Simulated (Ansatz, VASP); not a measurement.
## One calculation of Mg5O, two programs

File INCAR:

```
SYSTEM = Mg5O
PREC = Accurate
ENCUT = 600
EDIFF = 1E-6
ISMEAR = 0
SIGMA = 0.1
LREAL = .False.
LASPH = .True.
NELM = 120
ALGO = Normal
ISIF = 2
LWAVE = .False.
LCHARG = .False.
GGA = PE
NBANDS = 17
GGA_COMPAT = .False.
```

The input KPOINTS:

```
regular mesh
0
Gamma
  6 6 2
  0 0 0
```

The input POSCAR:

```
Mg5O
1.0
    3.2377839966      0.0000000000      0.0000000000
   -1.6188919983      2.8040031930      0.0000000000
    0.0000000000      0.0000000000     13.1431196340
Mg O
5 1
Direct
    0.0000000000      0.0000000000      0.0243200838
    0.3333333333      0.6666666667      0.2281005275
    0.6666666667      0.3333333333      0.8069331683
    0.0000000000      0.0000000000      0.4180706745
    0.3333333333      0.6666666667      0.6062131681
    0.3333333333      0.6666666667      0.0763623778
```

Input for Ansatz:

```yaml
crystal:
  lattice:
    - [3.2377839966, 0.0, 0.0]
    - [-1.6188919983, 2.804003193, 0.0]
    - [0.0, 0.0, 13.143119634]
  atoms:
    - { symbol: Mg, position: [0.0, 0.0, 0.0243200838] }
    - { symbol: Mg, position: [0.3333333333, 0.6666666667, 0.2281005275] }
    - { symbol: Mg, position: [0.6666666667, 0.3333333333, 0.8069331683] }
    - { symbol: Mg, position: [0.0, 0.0, 0.4180706745] }
    - { symbol: Mg, position: [0.3333333333, 0.6666666667, 0.6062131681] }
    - { symbol: O, position: [0.3333333333, 0.6666666667, 0.0763623778] }
basis:
  ecutwfc: 420
kpoints:
  mp_grid: { grid: [6, 6, 2] }
hamiltonian:
  xc: pbe
scf:
  occupations: { method: gaussian, width: 0.1 }
  lower_state_search: "off"
output:
  forces: true
  stress: true
  eigenvalues: true
```

Alike in both runs: task single point; functional PBE; k mesh 6 × 6 × 2; occupations gaussian, width 0.1 eV; no spin polarisation.

|  | VASP | Ansatz |
| --- | --- | --- |
| version | VASP 6.6.1 | Ansatz 0.2.0 |
| potentials or method | VASP PAW PBE potentials, release 64 (Mg, O), cutoff 600 eV | scalar-relativistic, plane waves, PAW |
| valence electrons in the cell | 16 | 56 |

```tsv
	VASP	Ansatz	Ansatz less VASP
gap on the k mesh at the Fermi level (eV)	none	none	-
pressure (GPa)	0.1	0.3	+0.21
traceless stress, the component that is largest in VASP (GPa)	0.19	0.20	+0.012
rms of the force components (eV/Å)	0.021	0.019	-0.0022
```

Atom by atom the forces differ by 0.005 eV/Å (rms over components). A gap of «none» marks a metal or a gap that the smearing closes. The functional is the same, so the differences come from potentials, cutoffs and numerics. VASP's potentials hold 16 valence electrons a cell and Ansatz's 56, so a difference there can come from the potentials and not from the codes.

The k mesh is coarse, so the values compare programs but aren't converged.
